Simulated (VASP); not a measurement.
Wanted: the native input for a VASP 6.6.1 run.

```yaml
Task: single point
Functional: PBE
Potentials_or_basis: VASP PAW PBE potentials, release 64 (B, C)
Cutoff: 600 eV
k_mesh: 4 × 4 × 4
Occupations: gaussian, width 0.2 eV
Spin: no spin polarisation
Dipole_correction: no
Further_INCAR_settings: ALGO = Normal; EDIFF = 1e-06; NBANDS = 20
```

The structure of B6C lies in POSCAR:

```
B6C
1.0
    4.1272789697      0.0000000000      0.0000000000
    0.0000000000      4.1272789697      0.0000000000
    0.0000000000      0.0000000000      4.1272789697
B C
6 1
Direct
    0.1966555217      0.5000000000      0.5000000000
    0.5000000000      0.1966555217      0.5000000000
    0.8033444783      0.5000000000      0.5000000000
    0.5000000000      0.8033444783      0.5000000000
    0.5000000000      0.5000000000      0.1966555217
    0.5000000000      0.5000000000      0.8033444783
    0.0000000000      0.0000000000      0.0000000000
```

The cell was built from a structure type or drawn by symmetry, and may not be a known phase.

One way to write it, as run:

INCAR

```
PREC     = Accurate       # precision mode
ENCUT    = 600            # plane-wave cutoff, eV
EDIFF    = 1E-6           # SCF threshold, eV
ISMEAR   = 0              # smearing method
SIGMA    = 0.2            # smearing width, eV
LREAL    = False          # projectors in reciprocal space
LASPH    = True           # aspherical terms in the spheres
NELM     = 120            # most SCF steps
ALGO     = Normal         # electronic algorithm
ISIF     = 2              # what is computed and relaxed
LWAVE    = False          # write WAVECAR
LCHARG   = True           # write CHGCAR
GGA      = PE             # functional
LELF     = True           # ELF
LVHAR    = True         
NBANDS   = 20             # bands
GGA_COMPAT= False
```

KPOINTS

```
Automatic mesh
0
Gamma
  4 4 4
```

Potentials or basis: VASP PAW PBE potentials, release 64 (B, C).

Launch:

```sh
$ cat potpaw_PBE.64/B/POTCAR potpaw_PBE.64/C/POTCAR > POTCAR
$ mpirun -np 1 vasp_std > vasp.out
```

Results of the run:

The pressure is -0.2 GPa and the largest force is 0.055 eV/Å. The band gap on the k mesh is zero (bands 11 and 12 overlap by 0.77 eV).

Caveat: the k points lie up to 0.38 Å⁻¹ apart, too coarse for converged energies and pressures of a metal.

Wall time 54 s on 1 thread of AMD EPYC 7R13, with other jobs on the host, peak memory 0.17 GiB.
